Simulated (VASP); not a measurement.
# ReSb (P6_3/mmc) in VASP: further runs, part 2 of 2

VASP 6.6.1.

### 3 Relaxation of shape and atoms at fixed volume, PBE (21.52 Å³/atom)

This run uses another cell than the first one, of 21.52 Å³/atom.

File INCAR:

```
PREC = Accurate
ENCUT = 600
EDIFF = 1E-6
ISMEAR = 0
SIGMA = 0.05
LREAL = F
LASPH = T
NELM = 100
ALGO = Normal
ISIF = 4
LWAVE = F
LCHARG = F
GGA = PE
IBRION = 2
NSW = 60
EDIFFG = -0.01
```

File KPOINTS:

```
regular mesh
0
Gamma
  10 10 6
```

File POSCAR:

```
ReSb
1.0
    4.3879640499      0.0000000000      0.0000000000
   -2.1939820249      3.8000883381      0.0000000000
    0.0000000000      0.0000000000      5.1631287550
Re Sb
2 2
Direct
    0.0000000000      0.0000000000      0.0000000000
    0.0000000000      0.0000000000      0.5000000000
    0.3333333333      0.6666666667      0.2500000000
    0.6666666667      0.3333333333      0.7500000000
```

Potentials or basis: VASP PAW PBE potentials, release 64 (Re, Sb).

Started as:

```sh
cat potpaw_PBE.64/Re/POTCAR potpaw_PBE.64/Sb/POTCAR > POTCAR
mpirun -np 1 vasp_std > vasp.out
```

OUTCAR:

```text
PREC = Accurate
   ENCUT = 600
   EDIFF = 1E-6
   ISMEAR = 0
   LREAL = F
   LASPH = T
   NELM = 100
   ISIF = 4
   GGA = PE
   IBRION = 2
   NSW = 60
   EDIFFG = -0.01

 ion  position               nearest neighbor table
   1  0.000  0.000  0.000-   2 2.58   2 2.58   4 2.84   3 2.84   3 2.84   4 2.84   4 2.84   3 2.84

   2  0.000  0.000  0.500-   1 2.58   1 2.58   4 2.84   3 2.84   3 2.84   4 2.84   4 2.84   3 2.84

   3  0.333  0.667  0.250-   1 2.84   2 2.84   1 2.84   2 2.84   1 2.84   2 2.84   4 3.62   4 3.62
                             4 3.62   4 3.62   4 3.62   4 3.62
   4  0.667  0.333  0.750-   1 2.84   2 2.84   1 2.84   2 2.84   1 2.84   2 2.84   3 3.62   3 3.62
                             3 3.62   3 3.62   3 3.62   3 3.62

  LATTYP: Found a hexagonal cell.
 ALAT       =     4.3879640499
 C/A-ratio  =     1.1766570319

  Lattice vectors:

 A1 = (   4.3879640499,   0.0000000000,   0.0000000000)
 A2 = (  -2.1939820249,   3.8000883381,   0.0000000000)
 A3 = (   0.0000000000,   0.0000000000,   5.1631287550)

Analysis of symmetry for initial positions (statically):
[... 226 lines left out ...]

  energy without entropy =      -31.29923347  energy(sigma->0) =      -31.30266415

 E-fermi :   7.6392     XC(G=0): -11.2362

 val. band max:        7.6348009973   @ k =   0.2000   0.0000   0.1667
 cond. band min:       7.6437944230   @ k =   0.1000   0.0000   0.5000
 fundamental gap:      0.0089934257
 Fermi energy:         7.6391625463

 k-point     1 :       0.0000    0.0000    0.0000
  band No.  band energies     occupation
      1      -4.3680      2.00000
      2      -0.2619      2.00000
      3       2.2548      2.00000
      4       2.8467      2.00000
      5       2.8467      2.00000
      6       2.9533      2.00000
[... 433 lines left out ...]
      3       1.3619      2.00000
      4       3.1339      2.00000
      5       3.4061      2.00000
      6       3.9274      2.00000
[... 8 lines left out ...]
     15       9.3108      0.00000
     16       9.7513      0.00000

 [... further k-points ...]
[... 5 lines left out ...]
  --------------------------------------------------------------------------------------
  -------------------------------------------------------------------------------------
  Total       -3.1026140     -3.1026140     -3.1121312     -0.0000000      0.0000000      0.0000000
  in kB      -57.7389162    -57.7389162    -57.9160280     -0.0000000      0.0000000      0.0000000
  external PRESSURE =     -57.7979534 kB  Pullay stress =       0.0000000 kB

 VOLUME and BASIS-vectors are now :
 -----------------------------------------------------------------------------
  energy-cutoff  :      600.00
  volume of cell :       86.09
      direct lattice vectors                 reciprocal lattice vectors
     4.397340647 -0.000000000  0.000000000     0.227410174  0.131295325 -0.000000000
    -2.198670323  3.808208709  0.000000000     0.000000000  0.262590650  0.000000000
     0.000000000 -0.000000000  5.141133206     0.000000000  0.000000000  0.194509646

 POSITION                                       TOTAL-FORCE (eV/Angst)
 -----------------------------------------------------------------------------------
      4.39734     -0.00000      0.00000        -0.000000      0.000000      0.000000
      4.39734     -0.00000      2.57057        -0.000000      0.000000      0.000000
     -0.00000      2.53881      1.28528        -0.000000      0.000000     -0.000000
      2.19867      1.26940      3.85585         0.000000     -0.000000      0.000000
 -----------------------------------------------------------------------------------
    total drift:                                0.000000     -0.000000     -0.000000

  FREE ENERGIE OF THE ION-ELECTRON SYSTEM (eV)
  ---------------------------------------------------
  free  energy   TOTEN  =       -31.3060948300 eV

  energy  without entropy=      -31.2992334711  energy(sigma->0) =      -31.30266415

 reached required accuracy - stopping structural energy minimisation
```

OSZICAR:

```text
N       E                     dE             d eps       ncg     rms          rms(c)
DAV:   1     0.957514088579E+02    0.95751E+02   -0.10957E+04  3472   0.161E+03
DAV:   2    -0.240512245738E+02   -0.11980E+03   -0.11710E+03  3080   0.301E+02
DAV:   3    -0.314929661988E+02   -0.74417E+01   -0.72899E+01  3112   0.102E+02
DAV:   4    -0.320838815111E+02   -0.59092E+00   -0.55874E+00  2824   0.170E+01
[... 11 lines left out ...]
DAV:   1    -0.313076990624E+02   -0.27652E-02   -0.18292E-01  2768   0.127E+01    0.233E-01
DAV:   2    -0.313062794772E+02    0.14196E-02   -0.67098E-03  3176   0.136E+00    0.226E-01
DAV:   3    -0.313061275949E+02    0.15188E-03   -0.47424E-04  3328   0.316E-01    0.833E-02
DAV:   4    -0.313060957338E+02    0.31861E-04   -0.10027E-04  3216   0.833E-02    0.197E-02
DAV:   5    -0.313060948300E+02    0.90389E-06   -0.61886E-06  1936   0.557E-02
   2 F= -.31306095E+02 E0= -.31302664E+02  d E =-.116047E-02
```

Run time: 98 s. Hardware: 1 thread of Intel Xeon Platinum 8375C at 2.90GHz (Ice Lake), shared host; peak memory 0.29 GiB.

Results:

* Free energy: -31.3061 eV
* Energy gained by relaxing: 0.3 meV/atom
* Ionic steps: 2
* Pressure after relaxing: -5.8 GPa
* Band gap on the k mesh: zero (bands 12 and 13 overlap by 0.85 eV)

Step by step:
```
step  energy change (eV)  largest force (eV/Å)  pressure (GPa)  volume (Å³)
   1              0.0000                0.0000           -5.99        86.09
   2             -0.0012                0.0000           -5.78        86.09
```

Final structure:
```
Re Sb
1.0
     4.39734    0.00000    0.00000
    -2.19867    3.80821    0.00000
     0.00000    0.00000    5.14113
Re Sb
2 2
Direct
  0.00000 0.00000 0.00000
  0.00000 0.00000 0.50000
  0.33333 0.66667 0.25000
  0.66667 0.33333 0.75000
```

Levels at points of the mesh, in eV from the Fermi level:
```
           k point  band 9  band 10  band 11  band 12  band 13  band 14  band 15  band 16
(0.00, 0.00, 0.00)   -0.74    -0.74     0.07     0.07     2.06     2.06     2.42     2.68
(0.50, 0.00, 0.00)   -2.05    -1.91    -1.37    -0.08    -0.04     1.28     1.88     2.06
(0.00, 0.00, 0.50)   -1.37    -1.37    -1.37    -1.37    -0.37    -0.37     3.99     3.99
(0.50, 0.00, 0.50)   -1.01    -1.01    -0.68    -0.68    -0.63    -0.63     1.94     1.94
```

Caveat: spin-orbit coupling is left out, which moves the levels of the heavy elements.

### 4 Relaxation of shape and atoms at fixed volume, PBE (22.14 Å³/atom)

This run uses another cell than the first one, of 22.14 Å³/atom.

File INCAR:

```
SYSTEM = ReSb
ALGO = Normal
EDIFF = 1E-6
EDIFFG = -0.01
ENCUT = 600
GGA = PE
IBRION = 2
ISIF = 4
ISMEAR = 0
LASPH = .True.
LCHARG = .False.
LREAL = .False.
LWAVE = .False.
NELM = 100
NSW = 60
PREC = Accurate
SIGMA = 0.05
```

File KPOINTS:

```
k-points
0
Gamma
  10 10 6
  0 0 0
```

File POSCAR:

```
ReSb
1.0
    4.4390852728      0.0000000000      0.0000000000
   -2.2195426364      3.8443606158      0.0000000000
    0.0000000000      0.0000000000      5.1904204574
Re Sb
2 2
Direct
    0.0000000000      0.0000000000      0.0000000000
    0.0000000000      0.0000000000      0.5000000000
    0.3333333333      0.6666666667      0.2500000000
    0.6666666667      0.3333333333      0.7500000000
```

Started as:

```sh
cat potpaw_PBE.64/Re/POTCAR potpaw_PBE.64/Sb/POTCAR > POTCAR
mpirun -np 1 vasp_std > vasp.out
```

It took 1.8 min on 1 thread of Intel Xeon Platinum 8375C at 2.90GHz (Ice Lake), shared host; peak memory 0.29 GiB.

The run converged. Its results:

```yaml
Free_energy: -31.1908 eV
Energy_gained_by_relaxing: 0.6 meV/atom
Ionic_steps: 2
Pressure_after_relaxing: -9.1 GPa
Band_gap_on_the_k_mesh: zero (bands 12 and 13 overlap by 0.85 eV)
```

The path:
```csv
step,energy change (eV),largest force (eV/Å),pressure (GPa),volume (Å³)
1,0.0000,0.0000,-9.34,88.58
2,-0.0024,0.0000,-9.09,88.58
```

Final structure:
```
CELL_PARAMETERS angstrom
4.45265 0.00000 0.00000
-2.22633 3.85611 0.00000
0.00000 0.00000 5.15883
ATOMIC_POSITIONS crystal
Re 0.00000 0.00000 0.00000
Re 0.00000 0.00000 0.50000
Sb 0.33333 0.66667 0.25000
Sb 0.66667 0.33333 0.75000
```

Levels at points of the mesh, in eV from the Fermi level:
| k point | band 8 | band 9 | band 10 | band 11 | band 12 | band 13 | band 14 | band 15 | band 16 |
| --- | --- | --- | --- | --- | --- | --- | --- | --- | --- |
| (0.00, 0.00, 0.00) | -2.76 | -0.68 | -0.68 | 0.02 | 0.02 | 2.05 | 2.05 | 2.42 | 2.61 |
| (0.50, 0.00, 0.00) | -2.15 | -2.03 | -1.82 | -1.34 | -0.07 | -0.02 | 1.11 | 1.88 | 2.05 |
| (0.00, 0.00, 0.50) | -2.21 | -1.32 | -1.32 | -1.32 | -1.32 | -0.46 | -0.46 | 3.84 | 3.84 |
| (0.50, 0.00, 0.50) | -2.37 | -0.99 | -0.99 | -0.64 | -0.64 | -0.61 | -0.61 | 1.88 | 1.88 |

Caveat: spin-orbit coupling is left out, which moves the levels of the heavy elements.

### 5 Relaxation of shape and atoms at fixed volume, PBE (22.77 Å³/atom)

This run uses another cell than the first one, of 22.77 Å³/atom.

File INCAR:

```
  ALGO = Normal
  EDIFF = 1E-7
  EDIFFG = -0.01
  ENCUT = 600
  GGA = PE
  IBRION = 2
  ISIF = 4
  ISMEAR = 0
  LASPH = T
  LCHARG = F
  LREAL = F
  LWAVE = F
  NELM = 80
  NSW = 60
  PREC = Accurate
  SIGMA = 0.05
```

File KPOINTS:

```
k-points
0
Gamma
  10 10 6
```

File POSCAR:

```
ReSb
1.0
    4.4929643225      0.0000000000      0.0000000000
   -2.2464821613      3.8910212416      0.0000000000
    0.0000000000      0.0000000000      5.2087376390
Re Sb
2 2
Direct
    0.0000000000      0.0000000000      0.0000000000
    0.0000000000      0.0000000000      0.5000000000
    0.3333333333      0.6666666667      0.2500000000
    0.6666666667      0.3333333333      0.7500000000
```

Started as:

```sh
cat potpaw_PBE.64/Re/POTCAR potpaw_PBE.64/Sb/POTCAR > POTCAR
mpirun -np 1 vasp_std > vasp.out
```

It took 2.1 min on 1 thread of Intel Xeon Platinum 8375C at 2.90GHz (Ice Lake), shared host; peak memory 0.29 GiB.

It converged, with:

| Property | Result |
| --- | --- |
| Free energy | -31.0273 eV |
| Energy gained by relaxing | 0.5 meV/atom |
| Ionic steps | 2 |
| Pressure after relaxing | -12.0 GPa |
| Band gap on the k mesh | zero (bands 12 and 13 overlap by 0.84 eV) |

The path:
```csv
step,energy change (eV),largest force (eV/Å),pressure (GPa),volume (Å³)
1,0.0000,0.0000,-12.19,91.06
2,-0.0021,0.0000,-11.96,91.06
```

Final structure:
```cif
data_structure
_symmetry_space_group_name_H-M 'P 1'
_symmetry_Int_Tables_number 1
_cell_length_a 4.5057
_cell_length_b 4.5057
_cell_length_c 5.1793
_cell_angle_alpha 90.000
_cell_angle_beta 90.000
_cell_angle_gamma 120.000
_cell_volume 91.06
loop_
_atom_site_label
_atom_site_type_symbol
_atom_site_fract_x
_atom_site_fract_y
_atom_site_fract_z
_atom_site_occupancy
Re1 Re 0.00000 0.00000 0.00000 1
Re2 Re 0.00000 0.00000 0.50000 1
Sb1 Sb 0.33333 0.66667 0.25000 1
Sb2 Sb 0.66667 0.33333 0.75000 1
```

Levels at points of the mesh, in eV from the Fermi level:
```csv
k point,band 8,band 9,band 10,band 11,band 12,band 13,band 14,band 15,band 16
"(0.00, 0.00, 0.00)",-2.68,-0.63,-0.63,-0.02,-0.02,2.02,2.02,2.41,2.53
"(0.50, 0.00, 0.00)",-2.06,-2.01,-1.75,-1.32,-0.07,-0.01,0.95,1.87,2.02
"(0.00, 0.00, 0.50)",-2.14,-1.28,-1.28,-1.28,-1.28,-0.55,-0.55,3.69,3.69
"(0.50, 0.00, 0.50)",-2.31,-0.98,-0.98,-0.62,-0.62,-0.59,-0.59,1.82,1.82
```

Caveat: spin-orbit coupling is left out, which moves the levels of the heavy elements.

### 6 The runs side by side

```tsv
cell	gap on the mesh (eV)	pressure (GPa)
relaxed from a = 4.352, b = 4.352, c = 5.148 Å, angles 90.0, 90.0, 120.0°, 4 atoms	none	-3.2
relaxed from a = 4.388, b = 4.388, c = 5.163 Å, angles 90.0, 90.0, 120.0°, 4 atoms	none	-5.8
relaxed from a = 4.439, b = 4.439, c = 5.190 Å, angles 90.0, 90.0, 120.0°, 4 atoms	none	-9.1
relaxed from a = 4.493, b = 4.493, c = 5.209 Å, angles 90.0, 90.0, 120.0°, 4 atoms	none	-12.0
```

Alike in all rows: task relaxation of shape and atoms at fixed volume; level PBE; potentials or basis VASP PAW PBE potentials, release 64 (Re, Sb); no spin polarisation; k mesh 10 × 10 × 6; cutoff (eV) 600; smearing gaussian 0.05 eV.

Caveats: spin-orbit coupling is left out, which moves the levels of the heavy elements.

Absolute energies hang on the potentials; compare differences alone.
